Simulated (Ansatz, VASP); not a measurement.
# One calculation of Pt, two programs

The input INCAR:

```
SYSTEM = Pt
  ALGO = Normal
  EDIFF = 1E-7
  ENCUT = 520
  GGA = PE
  ISIF = 2
  ISMEAR = -1
  LASPH = .True.
  LCHARG = .False.
  LREAL = .False.
  LWAVE = .False.
  NBANDS = 11
  NELM = 80
  PREC = Accurate
  SIGMA = 0.08
```

KPOINTS

```
k-points
0
Gamma
  16 16 15
  0 0 0
```

The input POSCAR:

```
Pt
1.0
    2.3873730274      0.0000000000      0.0000000000
   -1.1936865137      2.0675256900      0.0000000000
    0.0000000000      0.0000000000      2.3195249953
Pt
1
Direct
    0.0000000000      0.0000000000      0.0000000000
```

Input for Ansatz:

```yaml
crystal:
  lattice:
    - [2.3873730274, 0.0, 0.0]
    - [-1.1936865137, 2.06752569, 0.0]
    - [0.0, 0.0, 2.3195249953]
  atoms:
    - { symbol: Pt, position: [0.0, 0.0, 0.0] }
kpoints:
  mp_grid: { grid: [16, 16, 15] }
scf:
  occupations: { method: fermi_dirac, width: 0.08 }
hamiltonian:
  xc: pbe
  pseudopotentials: { kind: all_electron, lapw: { basis_error: 0.001 } }
output:
  forces: true
  stress: true
  eigenvalues: true
  populations: true
```

Change from the starting cell: volume scaled by 0.68, LAPW.

Alike in both runs: task single point; functional PBE; k mesh 16 × 16 × 15; occupations fermi-dirac, width 0.08 eV; no spin polarisation.

|  | VASP | Ansatz |
| --- | --- | --- |
| version | VASP 6.6.1 | Ansatz 0.2.0 |
| potentials or method | VASP PAW PBE potentials, release 64 (Pt), cutoff 520 eV | all-electron LAPW, scalar-relativistic |

```tsv
	VASP	Ansatz	Ansatz less VASP
pressure (GPa)	228.3	228.6	+0.34
traceless stress, the component that is largest in VASP (GPa)	-0.96	0.25	+1.213
```

Both programs put the cell under a high pressure, so it lies far from rest at this level. Ansatz ran all-electron here, and VASP with PAW potentials.

Spin-orbit coupling is off throughout. Noted on VASP's run: the cell as given lies far from equilibrium.
